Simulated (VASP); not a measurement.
## TiB2: single point with PBE

TiB2:

```
CELL_PARAMETERS angstrom
3.01665 0.00000 0.00000
-1.50832 2.61249 0.00000
0.00000 0.00000 3.22423
ATOMIC_POSITIONS crystal
Ti 0.00000 0.00000 0.00000
B 0.33333 0.66667 0.50000
B 0.66667 0.33333 0.50000
```

This cell differs from its parent crystal: strain -0.0050 x Voigt [1, 1, 0, 0, 0, 0].

| Item | Value |
| --- | --- |
| Program | VASP 6.6.1 |
| Task | single point |
| Functional | PBE |
| Potentials or basis | VASP PAW PBE potentials, release 64 (Ti_sv, B) |
| Cutoff | 520 eV |
| k mesh | 18 × 18 × 14 |
| Occupations | gaussian, width 0.15 eV |
| Spin | no spin polarisation |

| Quantity | Value |
| --- | --- |
| Pressure | 3.1 GPa |
| Band gap on the k mesh | zero (band 9 reaches 10.54 eV, above the bottom of band 10 at 9.89 eV) |

Stress tensor (GPa, compression positive):
```
3.93 0.00 0.00
0.00 3.93 0.00
0.00 0.00 1.30
```

Levels at points of the mesh, in eV from the Fermi level:
| k point | band 5 | band 6 | band 7 | band 8 | band 9 | band 10 | band 11 | band 12 | band 13 | band 14 |
| --- | --- | --- | --- | --- | --- | --- | --- | --- | --- | --- |
| (0.00, 0.00, 0.00) | -13.60 | -2.64 | -2.64 | -2.40 | -2.18 | 1.88 | 1.88 | 3.64 | 3.64 | 5.79 |
| (0.50, 0.00, 0.00) | -9.45 | -9.29 | -3.32 | -3.31 | -2.32 | 1.31 | 2.75 | 3.23 | 3.33 | 7.44 |
| (0.00, 0.00, 0.50) | -11.67 | -7.69 | -0.59 | -0.59 | -0.20 | -0.20 | 0.41 | 0.41 | 1.59 | 6.59 |
| (0.50, 0.00, 0.50) | -9.84 | -7.63 | -4.71 | -3.89 | -3.18 | 2.46 | 2.93 | 4.47 | 4.58 | 5.40 |

It took 60 s on 1 thread of AMD EPYC 9R14 (Zen 4) (shared host), peak memory 0.2 GiB.

Caveat: the cell differs from its parent crystal (strain -0.0050 x Voigt [1, 1, 0, 0, 0, 0]).
